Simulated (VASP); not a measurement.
MgS, 2 atoms in the cell. It takes space group Fm-3m (No. 225, cubic). The conventional cell has a = 5.084 Å, b = 5.084 Å, c = 5.084 Å, α = 90.00°, β = 90.00°, γ = 90.00°. Within 3.4 Å of Mg (site symmetry m-3m) lie 6 S at 2.54 Å. S (site symmetry m-3m) has 6 Mg at 2.54 Å within 3.4 Å.  This cell differs from its parent crystal: strained.

- Program: VASP 6.6.1
- Task: single point
- Functional: PBE
- Potentials or basis: VASP PAW PBE potentials, release 64 (Mg, S)
- Cutoff: 520 eV
- k mesh: 8 × 8 × 8
- Occupations: gaussian, width 0.02 eV
- Spin: no spin polarisation
- Dipole correction: no
- Further INCAR settings: ALGO = Normal; EDIFF = 1e-06; NBANDS = 11

Potentials or basis: VASP PAW PBE potentials, release 64 (Mg, S).

Launch:

```sh
$ cat potpaw_PBE.64/Mg/POTCAR potpaw_PBE.64/S/POTCAR > POTCAR
$ mpirun -np 1 vasp_std > vasp.out
```

Hardware: 1 thread of Intel Xeon 6975P-C, on a shared host.

Task: How long does it take, and how much memory?

Result: Run time: 6.3 s on 1 thread of Intel Xeon 6975P-C, on a shared host, peak memory 0.16 GiB. Counts: scf iterations 12, k points 29.
